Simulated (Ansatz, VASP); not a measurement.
# GdO in VASP and in Ansatz

Contents of INCAR:

```
SYSTEM = GdO
PREC = Accurate
ENCUT = 520
EDIFF = 1E-6
ISMEAR = -1
SIGMA = 0.05
LREAL = .False.
LASPH = .True.
NELM = 150
ALGO = Normal
ISIF = 2
LWAVE = .False.
LCHARG = .False.
ISPIN = 2
MAGMOM = 10.5 0
LORBIT = 11
NUPDOWN = 10.5
LMAXMIX = 6
GGA = PE
NBANDS = 23
```

KPOINTS

```
Automatic mesh
0
Gamma
  7 7 7
  0 0 0
```

File POSCAR:

```
GdO
1.0
    0.0000000000      2.7000000000      2.7000000000
    2.7000000000      0.0000000000      2.7000000000
    2.7000000000      2.7000000000      0.0000000000
Gd O
1 1
Direct
    0.0000000000      0.0000000000      0.0000000000
    0.7500000000      0.7500000000      0.7500000000
```

Contents of input.yaml:

```yaml
crystal:
  lattice:
    - [0.0, 2.7, 2.7]
    - [2.7, 0.0, 2.7]
    - [2.7, 2.7, 0.0]
  atoms:
    - { symbol: Gd, position: [0.0, 0.0, 0.0], spin: 10.5 }
    - { symbol: O, position: [0.75, 0.75, 0.75] }
hamiltonian:
  xc: pbe
  pseudopotentials: { kind: paw }
magnetization:
  spin_polarized: true
  initial_magnetization: 10.5
  spin_locking: { lock_magnetization: hard }
kpoints:
  mp_grid: { grid: [7, 7, 7] }
scf:
  occupations: { method: fermi_dirac, width: 0.05 }
  lower_state_search: "off"
output:
  forces: true
  stress: true
  eigenvalues: true
```

Alike in both runs: task single point; functional PBE; k mesh 7 × 7 × 7; occupations fermi-dirac, width 0.05 eV; collinear spin; fixed moment 10.5 μB.

```csv
,VASP,Ansatz
version,VASP 6.6.1,Ansatz 0.2.0
potentials or method,"VASP PAW PBE potentials, release 64 (Gd, O)",Ansatz PAW
plane-wave cutoff (eV),520,420
valence electrons in the cell,24,24
```

```csv
,VASP,Ansatz,Ansatz less VASP
pressure (GPa),16.3,16.2,-0.03
net moment per atom (μB),5.25,5.25,0.000
size of the moment on the site where the two differ most (μB),1.05,1.26,+0.207
```

Site moments also hang on the region over which each program counts them.

Spin-orbit coupling is off throughout.
